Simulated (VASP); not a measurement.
# NiO (Fm-3m) in VASP: settings compared

NiO is run at these levels: PBEsol+U, LDA, PBE+D3(BJ)+U, PBEsol+D4+U, r2SCAN+D3(BJ)+U; tasks: single point, elastic constants, electric field gradients.

Program: VASP 6.6.1. These are calculated values, not measurements. Logs are shortened: lines on timing, memory, paths and dates and some standing lists are left out, and cuts for length are marked.

## Step 1: The cell of the first run

The structure is cubic, space group Fm-3m (No. 225). Conventional cell: a = 4.172 Å, b = 4.172 Å, c = 4.172 Å, α = 90.00°, β = 90.00°, γ = 90.00°. Within 2.8 Å of Ni (site symmetry m-3m) lie 6 O at 2.09 Å. O (site symmetry m-3m) has 6 Ni at 2.09 Å within 2.8 Å.

## Step 2: Single point, PBEsol+U, collinear spin, ferromagnetic start

The input, INCAR:

```
SYSTEM = NiO
PREC = Accurate
ENCUT = 520
EDIFF = 1E-6
ISMEAR = -1
SIGMA = 0.05
LREAL = .FALSE.
LASPH = .TRUE.
NELM = 150
ALGO = Normal
ISIF = 2
LWAVE = .FALSE.
LCHARG = .FALSE.
ISPIN = 2
MAGMOM = 1 0
LORBIT = 11
LMAXMIX = 4
LDAU = .TRUE.
LDAUTYPE = 2
LDAUL = 2 -1
LDAUU = 8 0
LDAUJ = 0 0
LDAUPRINT = 1
GGA = PS
NBANDS = 19
```

The input, KPOINTS:

```
Automatic mesh
0
G
  11 11 11
  0 0 0
```

The input, POSCAR:

```
NiO
1.0
    0.0000000000      2.0859016414      2.0859016414
    2.0859016414      0.0000000000      2.0859016414
    2.0859016414      2.0859016414      0.0000000000
Ni O
1 1
Direct
    0.0000000000      0.0000000000      0.0000000000
    0.5000000000      0.5000000000      0.5000000000
```

Potentials or basis: VASP PAW PBE potentials, release 64 (Ni, O).

Command:

```bash
$ cat potpaw_PBE.64/Ni/POTCAR potpaw_PBE.64/O/POTCAR > POTCAR
$ mpirun -np 1 vasp_std > vasp.out
```

OUTCAR:

```text
SYSTEM = NiO
   PREC = Accurate
   ENCUT = 520
   EDIFF = 1E-6
   ISMEAR = -1
   LREAL = .FALSE.
   LASPH = .TRUE.
   NELM = 150
   ISIF = 2
   ISPIN = 2
   LORBIT = 11
   GGA = PS

 ion  position               nearest neighbor table
   1  0.000  0.000  0.000-   2 2.09   2 2.09   2 2.09   2 2.09   2 2.09   2 2.09
   2  0.500  0.500  0.500-   1 2.09   1 2.09   1 2.09   1 2.09   1 2.09   1 2.09

  LATTYP: Found a face centered cubic cell.
 ALAT       =     4.1718032828

  Lattice vectors:

 A1 = (   0.0000000000,   2.0859016414,   2.0859016414)
 A2 = (   2.0859016414,   0.0000000000,   2.0859016414)
 A3 = (   2.0859016414,   2.0859016414,   0.0000000000)

Analysis of symmetry for initial positions (statically):
=====================================================================
 Subroutine PRICEL returns:
 Original cell was already a primitive cell.

 Routine SETGRP: Setting up the symmetry group for a
 face centered cubic supercell.

 Subroutine GETGRP returns: Found 48 space group operations
 (whereof 48 operations were pure point group operations)
 out of a pool of 48 trial point group operations.

The static configuration has the point symmetry O_h .

Analysis of symmetry for dynamics (positions and initial velocities):
=====================================================================
 Subroutine PRICEL returns:
 Original cell was already a primitive cell.

 Routine SETGRP: Setting up the symmetry group for a
 face centered cubic supercell.

 Subroutine GETGRP returns: Found 48 space group operations
 (whereof 48 operations were pure point group operations)
 out of a pool of 48 trial point group operations.

The dynamic configuration has the point symmetry O_h .

Analysis of structural, dynamic, and magnetic symmetry:
=====================================================================
 Subroutine PRICEL returns:
 Original cell was already a primitive cell.

 Routine SETGRP: Setting up the symmetry group for a
 face centered cubic supercell.

 Subroutine GETGRP returns: Found 48 space group operations
 (whereof 48 operations were pure point group operations)
 out of a pool of 48 trial point group operations.

The overall configuration has the point symmetry O_h .

 Subroutine INISYM returns: Found 48 space group operations
 (whereof 48 operations are pure point group operations),
 and found     1 'primitive' translations

----------------------------------------------------------------------------------------

                                     Primitive cell

  volume of cell :      18.1515

  direct lattice vectors                    reciprocal lattice vectors
     0.000000000  2.085901641  2.085901641    -0.239704495  0.239704495  0.239704495
     2.085901641  0.000000000  2.085901641     0.239704495 -0.239704495  0.239704495
     2.085901641  2.085901641  0.000000000     0.239704495  0.239704495 -0.239704495

  length of vectors
     2.949910391  2.949910391  2.949910391     0.415180364  0.415180364  0.415180364

  position of ions in fractional coordinates (direct lattice)
     0.000000000  0.000000000  0.000000000
     0.500000000  0.500000000  0.500000000

  ion indices of the primitive-cell ions
   primitive index   ion index
                 1           1
                 2           2

----------------------------------------------------------------------------------------

 KPOINTS: Automatic mesh

[... 65 lines left out ...]
   ENCUT  =  520.0 eV  38.22 Ry    6.18 a.u.   5.48  5.48  5.48*2*pi/ulx,y,z
   NELM   =    150;   NELMIN=  2; NELMDL= -5     # of ELM steps
   EDIFF  = 0.1E-05   stopping-criterion for ELM
   LREAL  =      F    real-space projection
   EDIFFG = 0.1E-04   stopping-criterion for IOM
   NSW    =      0    number of steps for IOM
   IBRION =     -1    ionic relax: 0-MD 1-quasi-New 2-CG
   NFREE  =      0    steps in history (QN), initial steepest desc. (CG)
   ISIF   =      2    stress and relaxation
   ISYM   =      2    0-nonsym 1-usesym 2-fastsym
   POTIM  = 0.5000    time-step for ionic-motion
   TEBEG  =    0.0;   TEEND  =   0.0 temperature during run
   PSTRESS=    0.0 pullay stress
   NELECT =      16.0000    total number of electrons
   NUPDOWN=      -1.0000    fix difference up-down
   EMIN   =  10.00;   EMAX   =-10.00  energy-range for DOS
   EFERMI =   0.00;   METHOD = LEGACY
   ISMEAR =    -1;   SIGMA  =   0.05  broadening in eV -4-tet -1-fermi 0-gaus
   EFERMI_NEDOS =   21; number of points for ismear=-14 and -15
   IALGO  =     38    algorithm
   IMIX   =      4    mixing-type and parameters
     AMIX     =   0.40;   BMIX     =  1.00
     AMIX_MAG =   1.60;   BMIX_MAG =  1.00
  volume/ion in A,a.u.               =       9.08        61.25
  Fermi-wavevector in a.u.,A,eV,Ry     =   1.569680  2.966264 33.523312  2.463894
  Thomas-Fermi vector in A             =   2.671526
   LORBIT       =     11    0 simple, 1 ext, 2 COOP (PROOUT), +10 PAW based schemes
 LDA+U is selected, type is set to LDAUTYPE =  2
   angular momentum for each species LDAUL =     2   -1
   U (eV)           for each species LDAUU =   8.0  0.0
   J (eV)           for each species LDAUJ =   0.0  0.0
   GGA     = PS    functional components
   LHFCALC =     F    Hartree Fock is set to
   AEXX    =    0.0000 exact exchange contribution
   IVDW    =     0    specifies the selected vdW correction
   LEPSILON=     F    determine dielectric tensor
   LRPA    =     F    only Hartree local field effects (RPA)
 spin polarized calculation
  energy-cutoff  :      520.00
  volume of cell :       18.15
 maximum number of plane-waves:       531
 NGX is ok and might be reduce to    24
   NGX = 11   NGY = 11   NGZ = 11

atom =   1  type =  1  l = 2

 onsite density matrix

spin component  1

  0.9893  0.0000 -0.0000  0.0000 -0.0000
  0.0000  0.9893 -0.0000  0.0000  0.0000
 -0.0000 -0.0000  1.0517  0.0000 -0.0000
  0.0000  0.0000  0.0000  0.9893 -0.0000
 -0.0000  0.0000 -0.0000 -0.0000  1.0517

spin component  2

  0.9885  0.0000  0.0000  0.0000  0.0000
  0.0000  0.9885  0.0000  0.0000 -0.0000
  0.0000  0.0000  0.1255  0.0000  0.0000
  0.0000  0.0000  0.0000  0.9885  0.0000
  0.0000 -0.0000  0.0000  0.0000  0.1255

 occupancies and eigenvectors

  o =  0.1255  v =  0.0000  0.0000  0.0000  0.0000  0.0000  0.0000  0.0000 -0.0047 -0.0000  1.0000      0.0000  0.0000  0.0000  0.0000  0.0000  0.0000  0.0000  0.0000  0.0000  0.0000
  o =  0.1255  v =  0.0000  0.0000  0.0000  0.0000  0.0000  0.0000 -0.0000 -1.0000  0.0000 -0.0047      0.0000  0.0000  0.0000  0.0000  0.0000  0.0000  0.0000  0.0000  0.0000  0.0000
  o =  0.9885  v =  0.0000  0.0000  0.0000  0.0000  0.0000  0.0000  0.7983 -0.0000 -0.6023 -0.0000      0.0000  0.0000  0.0000  0.0000  0.0000  0.0000  0.0000  0.0000  0.0000  0.0000
  o =  0.9885  v =  0.0000  0.0000  0.0000  0.0000  0.0000  0.0000  0.6023  0.0000  0.7983  0.0000      0.0000  0.0000  0.0000  0.0000  0.0000  0.0000  0.0000  0.0000  0.0000  0.0000
  o =  0.9885  v =  0.0000  0.0000  0.0000  0.0000  0.0000  1.0000  0.0000  0.0000  0.0000  0.0000      0.0000  0.0000  0.0000  0.0000  0.0000  0.0000  0.0000  0.0000  0.0000  0.0000
  o =  0.9893  v =  1.0000  0.0000  0.0000  0.0000  0.0000  0.0000  0.0000  0.0000  0.0000  0.0000      0.0000  0.0000  0.0000  0.0000  0.0000  0.0000  0.0000  0.0000  0.0000  0.0000
  o =  0.9893  v =  0.0000  0.9107  0.0000 -0.4130 -0.0000  0.0000  0.0000  0.0000  0.0000  0.0000      0.0000  0.0000  0.0000  0.0000  0.0000  0.0000  0.0000  0.0000  0.0000  0.0000
  o =  0.9893  v =  0.0000 -0.4130 -0.0000 -0.9107  0.0000  0.0000  0.0000  0.0000  0.0000  0.0000      0.0000  0.0000  0.0000  0.0000  0.0000  0.0000  0.0000  0.0000  0.0000  0.0000
  o =  1.0517  v =  0.0000  0.0000 -1.0000 -0.0000  0.0095  0.0000  0.0000  0.0000  0.0000  0.0000      0.0000  0.0000  0.0000  0.0000  0.0000  0.0000  0.0000  0.0000  0.0000  0.0000
  o =  1.0517  v =  0.0000  0.0000  0.0095 -0.0000  1.0000  0.0000  0.0000  0.0000  0.0000  0.0000      0.0000  0.0000  0.0000  0.0000  0.0000  0.0000  0.0000  0.0000  0.0000  0.0000

 number of electron      16.0000001 magnetization       1.9998979

 Free energy of the ion-electron system (eV)
  ---------------------------------------------------
  ext. energy  EPLUGINS =         0.00000000
  ---------------------------------------------------
  free energy    TOTEN  =       -10.77934268 eV

  energy without entropy =      -10.77934268  energy(sigma->0) =      -10.77934268

 E-fermi :   7.5508     XC(G=0): -12.9265

 val. band max:        6.3890326381   @ k =   0.4545   0.0000   0.0000
 cond. band min:       9.3886822737   @ k =   0.0000   0.0000   0.0000
 fundamental gap:      2.9996496356
 Fermi energy:         7.5507764694

 spin component 1

 k-point     1 :       0.0000    0.0000    0.0000
  band No.  band energies     occupation
      1     -12.1227      1.00000
      2      -0.5749      1.00000
      3      -0.5749      1.00000
      4       0.6952      1.00000
      5       0.6952      1.00000
      6       0.6952      1.00000
[... 1049 lines left out ...]
     18      37.8217      0.00000
     19      39.8782      0.00000

 [... further k-points ...]

------------------------ aborting loop because EDIFF is reached ----------------------------------------

  FORCE on cell =-STRESS in cart. coord.  units (eV):
  Direction    XX          YY          ZZ          XY          YZ          ZX
  --------------------------------------------------------------------------------------
  -------------------------------------------------------------------------------------
  Total       -1.0794741     -1.0794741     -1.0794741      0.0000000      0.0000000     -0.0000000
  in kB      -95.2821059    -95.2821059    -95.2821059      0.0000000      0.0000000     -0.0000000
  external PRESSURE =     -95.2821059 kB  Pullay stress =       0.0000000 kB

 VOLUME and BASIS-vectors are now :
 -----------------------------------------------------------------------------
  energy-cutoff  :      520.00
  volume of cell :       18.15
      direct lattice vectors                 reciprocal lattice vectors
     0.000000000  2.085901641  2.085901641    -0.239704495  0.239704495  0.239704495
     2.085901641  0.000000000  2.085901641     0.239704495 -0.239704495  0.239704495
     2.085901641  2.085901641  0.000000000     0.239704495  0.239704495 -0.239704495

 POSITION                                       TOTAL-FORCE (eV/Angst)
 -----------------------------------------------------------------------------------
      0.00000      0.00000      0.00000         0.000000      0.000000      0.000000
      2.08590      2.08590      2.08590         0.000000      0.000000      0.000000
 -----------------------------------------------------------------------------------
    total drift:                                0.000000     -0.000000     -0.000000

  FREE ENERGIE OF THE ION-ELECTRON SYSTEM (eV)
  ---------------------------------------------------
  free  energy   TOTEN  =       -10.7793426849 eV

  energy  without entropy=      -10.7793426849  energy(sigma->0) =      -10.77934268

 total charge

# of ion       s       p       d       tot
------------------------------------------
    1        0.351   0.438   8.257   9.045
    2        1.540   3.468   0.000   5.008
--------------------------------------------------
tot          1.891   3.906   8.257  14.053

 magnetization (x)

# of ion       s       p       d       tot
------------------------------------------
    1        0.011   0.013   1.850   1.875
    2        0.014   0.122   0.000   0.136
--------------------------------------------------
tot          0.025   0.135   1.850   2.011
```

Run time: 14 s. Hardware: 1 thread of Intel Xeon 6975P-C (Granite Rapids), shared host; peak memory 0.17 GiB.

Results:

```
Free energy                                           : -10.7793 eV
Pressure                                              : -9.5 GPa
Band gap on the k mesh                                : 3.00 eV (least direct gap 3.78 eV)
Net moment                                            : 2.00 μB per cell
Site moments                                          : Ni +1.88; O +0.14 μB
Valence electrons inside the program's atomic spheres : Ni 9.04; O 5.01
```

Eigenvalues of the final occupation matrices:
| site | spin | trace | eigenvalues |
| --- | --- | --- | --- |
| site 1 d | 1 | 5.07 | 0.99 0.99 0.99 1.05 1.05 |
| site 1 d | 2 | 3.22 | 0.13 0.13 0.99 0.99 0.99 |

Caveat: the cell stands under tension; the PAW data sets were made with another functional, which shifts forces and pressure a little; an odd mesh through Γ misses points on the zone boundary, where band edges can lie; a cell with one magnetic atom can't hold antiferromagnetic order, which such compounds often take.

## Step 3: Elastic constants, LDA, collinear spin, ferromagnetic start

The input, INCAR:

```
ALGO = Normal
EDIFF = 1E-8
ENCUT = 600
IBRION = 6
ISIF = 3
ISMEAR = -1
ISPIN = 2
LASPH = T
LCHARG = F
LMAXMIX = 4
LORBIT = 11
LREAL = F
LWAVE = F
MAGMOM = 1 0
NBANDS = 19
NELM = 150
NFREE = 2
NSW = 1
POTIM = 0.015
PREC = Accurate
SIGMA = 0.05
```

The input, KPOINTS:

```
k-points
0
Gamma
  8 8 8
```

POSCAR is that of step 2.

Potentials or basis: VASP PAW LDA potentials, release 64 (Ni, O).

Command:

```bash
$ cat potpaw_LDA.64/Ni/POTCAR potpaw_LDA.64/O/POTCAR > POTCAR
$ mpirun -np 1 vasp_std > vasp.out
```

Run time: 4.9 min. Hardware: 1 thread of Intel Xeon 6975P-C (Granite Rapids), shared host; peak memory 0.29 GiB.

It converged, with:

| Quantity | Value |
| --- | --- |
| Net moment | 0.67 μB per cell |
| Site moments | Ni +0.55; O +0.09 μB |
| Valence electrons inside the program's atomic spheres | Ni 9.08; O 4.90 |
| Elastic constants C11, C12, C44 | 233, 165, 50 GPa |
| Voigt bulk modulus | 187 GPa |
| Highest phonon frequency at Γ, LO-TO splitting left out | 249 cm⁻¹ |

Phonon frequencies in cm⁻¹ (negative: imaginary):
```csv
q point,frequencies
"(0.000, 0.000, 0.000)",0 0 0 249 249 249
```

Elastic tensor in Voigt notation (GPa, in the Cartesian axes of the cell as first typed):
```
233 165 165   0   0   0
165 233 165   0   0   0
165 165 233   0   0   0
  0   0   0  50   0   0
  0   0   0   0  50   0
  0   0   0   0   0  50
```

Clamped-ion elastic tensor (GPa):
```
233 165 165   0   0   0
165 233 165   0   0   0
165 165 233   0   0   0
  0   0   0  50   0   0
  0   0   0   0  50   0
  0   0   0   0   0  50
```

Caveat: the cell is under stress, which shifts elastic constants; a cell with one magnetic atom can't hold antiferromagnetic order, which such compounds often take.

[end of part 1 of 3]
